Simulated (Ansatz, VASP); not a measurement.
## Two plane-wave programs on RuC5

```
Ru C
1.0
     4.80454    0.00000    0.00000
    -2.40227    4.16085    0.00000
     0.00000    0.00000    4.64949
Ru C
1 5
Cartesian
  0.0000 0.0000 0.0000
  2.4023 0.0000 0.0000
  -1.2011 2.0804 0.0000
  1.2011 2.0804 0.0000
  0.0000 2.7739 0.0000
  2.4023 1.3870 0.0000
```

Alike in both runs: task single point; functional PBE; k mesh 6 × 6 × 4; occupations gaussian, width 0.1 eV; no spin polarisation.

|  | VASP | Ansatz |
| --- | --- | --- |
| version | VASP 6.6.1 | Ansatz 0.2.0 |
| potentials or method | VASP PAW PBE potentials, release 64 (Ru_pv, C), cutoff 520 eV | scalar-relativistic, plane waves, PAW |
| valence electrons in the cell | 34 | 36 |

Ansatz gave:

* gap on the k mesh at the Fermi level (eV): none
* pressure (GPa): -3.0
* traceless stress, the component that is largest in VASP (GPa): 1.45

**Question.** Which values does VASP return?

**Answer.** gap on the k mesh at the Fermi level (eV): none; pressure (GPa): -2.9; traceless stress, the component that is largest in VASP (GPa): 1.28.

A gap of «none» marks a metal or a gap that the smearing closes. With one functional, cell and mesh, what is left measures potentials, basis and numerics. VASP's potentials hold 34 valence electrons a cell and Ansatz's 36, so a difference there can come from the potentials and not from the codes.
